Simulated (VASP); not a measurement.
# SiC (P6_3mc) in VASP: further runs, part 2 of 2

VASP 6.6.1.

### 3 Single point, PBE (strain +0.080 along x and y, +0.040 along z)

Input file INCAR:

```
PREC     = Accurate       # precision mode
ENCUT    = 520            # plane-wave cutoff, eV
EDIFF    = 1E-6           # SCF threshold, eV
ISMEAR   = 0              # smearing method
SIGMA    = 0.05           # smearing width, eV
LREAL    = False          # projectors in reciprocal space
LASPH    = True           # aspherical terms in the spheres
NELM     = 80             # most SCF steps
ALGO     = Normal         # electronic algorithm
ISIF     = 2              # what is computed and relaxed
LWAVE    = False          # write WAVECAR
LCHARG   = False          # write CHGCAR
GGA      = PE             # functional
NBANDS   = 16             # bands
```

Input file KPOINTS:

```
Automatic mesh
0
Gamma
  12 12 6
```

Input file POSCAR:

```
SiC
1.0
    3.3391077199      0.0000000000      0.0000000000
   -1.6695538599      2.8917521114      0.0000000000
    0.0000000000      0.0000000000      5.2769820245
Si C
2 2
Direct
    0.3333333333      0.6666666667      0.0045635313
    0.6666666667      0.3333333333      0.5045635313
    0.3333333333      0.6666666667      0.3804364687
    0.6666666667      0.3333333333      0.8804364687
```

Potentials or basis: VASP PAW PBE potentials, release 64 (Si, C).

On the command line:

```bash
cat potpaw_PBE.64/Si/POTCAR potpaw_PBE.64/C/POTCAR > POTCAR
mpirun -np 1 vasp_std > vasp.out
```

OUTCAR:

```text
PREC = Accurate
   ENCUT = 520
   EDIFF = 1E-6
   ISMEAR = 0
   LREAL = False
   LASPH = True
   NELM = 80
   ISIF = 2
   GGA = PE

 ion  position               nearest neighbor table
   1  0.333  0.667  0.005-   3 1.98   4 2.04   4 2.04   4 2.04
   2  0.667  0.333  0.505-   4 1.98   3 2.04   3 2.04   3 2.04
   3  0.333  0.667  0.380-   1 1.98   2 2.04   2 2.04   2 2.04
   4  0.667  0.333  0.880-   2 1.98   1 2.04   1 2.04   1 2.04

  LATTYP: Found a hexagonal cell.
 ALAT       =     3.3391077199
 C/A-ratio  =     1.5803569298

  Lattice vectors:

 A1 = (   3.3391077199,   0.0000000000,   0.0000000000)
 A2 = (  -1.6695538599,   2.8917521114,   0.0000000000)
 A3 = (   0.0000000000,   0.0000000000,   5.2769820245)

Analysis of symmetry for initial positions (statically):
=====================================================================
 Subroutine PRICEL returns:
 Original cell was already a primitive cell.

 Routine SETGRP: Setting up the symmetry group for a
 hexagonal supercell.

 Subroutine GETGRP returns: Found 12 space group operations
 (whereof  6 operations were pure point group operations)
 out of a pool of 24 trial point group operations.

The static configuration has the point symmetry C_3v.
 The point group associated with its full space group is C_6v.

Analysis of symmetry for dynamics (positions and initial velocities):
=====================================================================
 Subroutine PRICEL returns:
 Original cell was already a primitive cell.

 Routine SETGRP: Setting up the symmetry group for a
 hexagonal supercell.

 Subroutine GETGRP returns: Found 12 space group operations
 (whereof  6 operations were pure point group operations)
 out of a pool of 24 trial point group operations.

The dynamic configuration has the point symmetry C_3v.
 The point group associated with its full space group is C_6v.

 Subroutine INISYM returns: Found 12 space group operations
[... 123 lines left out ...]
  Fermi-wavevector in a.u.,A,eV,Ry     =   1.112728  2.102752 16.846247  1.238164
  Thomas-Fermi vector in A             =   2.249306
   LORBIT       =      0    0 simple, 1 ext, 2 COOP (PROOUT), +10 PAW based schemes
   GGA     = PE    functional components
   LHFCALC =     F    Hartree Fock is set to
   AEXX    =    0.0000 exact exchange contribution
   IVDW    =     0    specifies the selected vdW correction
   LEPSILON=     F    determine dielectric tensor
   LRPA    =     F    only Hartree local field effects (RPA)
 non-spin polarized calculation
 Gauss-broadening in eV      SIGMA  =   0.05
  energy-cutoff  :      520.00
  volume of cell :       50.95
 maximum number of plane-waves:      1412
 NGX is ok and might be reduce to    28
   NGX = 13   NGY = 13   NGZ = 19

 number of electron      16.0000001 magnetization

 Free energy of the ion-electron system (eV)
  ---------------------------------------------------
  ext. energy  EPLUGINS =         0.00000000
  ---------------------------------------------------
  free energy    TOTEN  =       -29.14156699 eV

  energy without entropy =      -29.14156699  energy(sigma->0) =      -29.14156699

 E-fermi :   6.2934     XC(G=0): -10.4577

 val. band max:        6.0437172489   @ k =   0.0000   0.0000   0.0000
 cond. band min:       8.2595312683   @ k =   0.5000   0.0000   0.0000
 fundamental gap:      2.2158140194
 Fermi energy:         6.2933650872

 k-point     1 :       0.0000    0.0000    0.0000
  band No.  band energies     occupation
      1      -7.9464      2.00000
      2      -4.8234      2.00000
      3      -1.5277      2.00000
      4       4.6646      2.00000
      5       4.6646      2.00000
      6       6.0209      2.00000
[... 433 lines left out ...]
      3      -0.8063      2.00000
      4       1.2619      2.00000
      5       1.6493      2.00000
      6       3.4193      2.00000
[... 8 lines left out ...]
     15      15.6278      0.00000
     16      16.2757      0.00000

 [... further k-points ...]

------------------------ aborting loop because EDIFF is reached ----------------------------------------

  FORCE on cell =-STRESS in cart. coord.  units (eV):
  Direction    XX          YY          ZZ          XY          YZ          ZX
  --------------------------------------------------------------------------------------
  -------------------------------------------------------------------------------------
  Total      -10.1569752    -10.1569752     -6.0434783     -0.0000000      0.0000000     -0.0000000
  in kB     -319.3727591   -319.3727591   -190.0292441     -0.0000000      0.0000000     -0.0000000
  external PRESSURE =    -276.2582541 kB  Pullay stress =       0.0000000 kB

 VOLUME and BASIS-vectors are now :
 -----------------------------------------------------------------------------
  energy-cutoff  :      520.00
  volume of cell :       50.95
      direct lattice vectors                 reciprocal lattice vectors
     3.339107720  0.000000000  0.000000000     0.299481204  0.172905554  0.000000000
    -1.669553860  2.891752111  0.000000000     0.000000000  0.345811107  0.000000000
     0.000000000  0.000000000  5.276982024     0.000000000  0.000000000  0.189502256

 POSITION                                       TOTAL-FORCE (eV/Angst)
 -----------------------------------------------------------------------------------
     -0.00000      1.92783      0.02408        -0.000000     -0.000000     -0.063803
      1.66955      0.96392      2.66257         0.000000     -0.000000     -0.063803
     -0.00000      1.92783      2.00756         0.000000     -0.000000      0.063803
      1.66955      0.96392      4.64605        -0.000000      0.000000      0.063803
 -----------------------------------------------------------------------------------
    total drift:                               -0.000000      0.000000     -0.000015

  FREE ENERGIE OF THE ION-ELECTRON SYSTEM (eV)
  ---------------------------------------------------
  free  energy   TOTEN  =       -29.1415669948 eV

  energy  without entropy=      -29.1415669948  energy(sigma->0) =      -29.14156699
```

Run time: 92 s. Hardware: 1 thread of Intel Xeon 8259CL, shared host; peak memory 0.2 GiB.

Results:

| Quantity | Value |
| --- | --- |
| Free energy | -29.1416 eV |
| Pressure | -27.6 GPa |
| Largest force | 0.064 eV/Å |
| Band gap on the k mesh | 2.22 eV (least direct gap 2.68 eV) |

Forces in eV/Å, atoms in the order of the input:
```
Si   0.000  0.000 -0.064
Si   0.000  0.000 -0.064
C    0.000  0.000  0.064
C    0.000  0.000  0.064
```

Levels at points of the mesh, in eV from the valence-band top:
```
           k point  band 5  band 6  band 7  band 8  band 9  band 10  band 11  band 12
(0.00, 0.00, 0.00)   -1.38   -0.02    0.00    0.00    2.68     4.05     5.30     5.30
(0.50, 0.00, 0.00)   -4.74   -3.03   -2.76   -1.02    2.22     4.12     5.40     6.21
(0.00, 0.00, 0.50)   -0.76   -0.76   -0.76   -0.76    3.81     3.81     6.10     6.10
(0.50, 0.00, 0.50)   -2.21   -2.21   -1.97   -1.97    2.83     2.83     4.66     4.66
```

Caveat: the cell differs from its parent crystal (strain +0.080 along x and y, +0.040 along z); the cell stands under tension.

### 4 Single point, PBE (strain +0.080 along x and y, +0.080 along z)

Changes to INCAR since step 3:

```diff
@@ -7,3 +7,3 @@
 LASPH    = True           # aspherical terms in the spheres
-NELM     = 80             # most SCF steps
+NELM     = 100            # most SCF steps
 ALGO     = Normal         # electronic algorithm
```

KPOINTS is that of step 3.

Changes to POSCAR since step 3:

```diff
@@ -4,3 +4,3 @@
    -1.6695538599      2.8917521114      0.0000000000
-    0.0000000000      0.0000000000      5.2769820245
+    0.0000000000      0.0000000000      5.4799428716
 Si C
```

On the command line:

```bash
cat potpaw_PBE.64/Si/POTCAR potpaw_PBE.64/C/POTCAR > POTCAR
mpirun -np 1 vasp_std > vasp.out
```

Wall time 95 s (1 thread of Intel Xeon 8259CL, shared host); peak memory 0.2 GiB.

Results (log left out):

```yaml
Free_energy: -28.8363 eV
Pressure: -30.8 GPa
Largest_force: 0.035 eV/Å
Band_gap_on_the_k_mesh: 2.39 eV (least direct gap 2.90 eV)
```

Forces on the atoms (eV/Å):
```
Si   0.000  0.000 -0.035
Si   0.000  0.000 -0.035
C    0.000  0.000  0.035
C    0.000  0.000  0.035
```

Stress tensor (GPa, compression positive):
```
-30.99   0.00   0.00
  0.00 -30.99   0.00
  0.00   0.00 -30.33
```

Levels at points of the mesh, in eV from the valence-band top:
```csv
k point,band 6,band 7,band 8,band 9,band 10,band 11
"(0.00, 0.00, 0.00)",-0.09,0.00,0.00,2.90,3.51,5.36
"(0.50, 0.00, 0.00)",-2.81,-2.62,-1.09,2.39,3.89,5.05
"(0.00, 0.00, 0.50)",-0.64,-0.64,-0.64,3.86,3.86,6.12
"(0.50, 0.00, 0.50)",-2.09,-2.06,-2.06,2.67,2.67,4.36
```

Caveat: the cell differs from its parent crystal (strain +0.080 along x and y, +0.080 along z); the cell stands under tension.

### 5 Overview

| cell | gap on the mesh (eV) | pressure (GPa) | largest force (eV/Å) |
| --- | --- | --- | --- |
| a = 3.215, b = 3.215, c = 5.480 Å, angles 90.0, 90.0, 120.0°, 4 atoms | 2.45 | -23.9 | 0.04 |
| a = 3.339, b = 3.339, c = 5.277 Å, angles 90.0, 90.0, 120.0°, 4 atoms | 2.22 | -27.6 | 0.06 |
| a = 3.339, b = 3.339, c = 5.480 Å, angles 90.0, 90.0, 120.0°, 4 atoms | 2.39 | -30.8 | 0.03 |

Alike in all rows: task single point; level PBE; potentials or basis VASP PAW PBE potentials, release 64 (Si, C); no spin polarisation; k mesh 12 × 12 × 6; cutoff (eV) 520; smearing gaussian 0.05 eV.

Caveats: the cell stands under tension.

Total energies depend on the potentials used, so only differences within one code and one set of settings carry meaning.
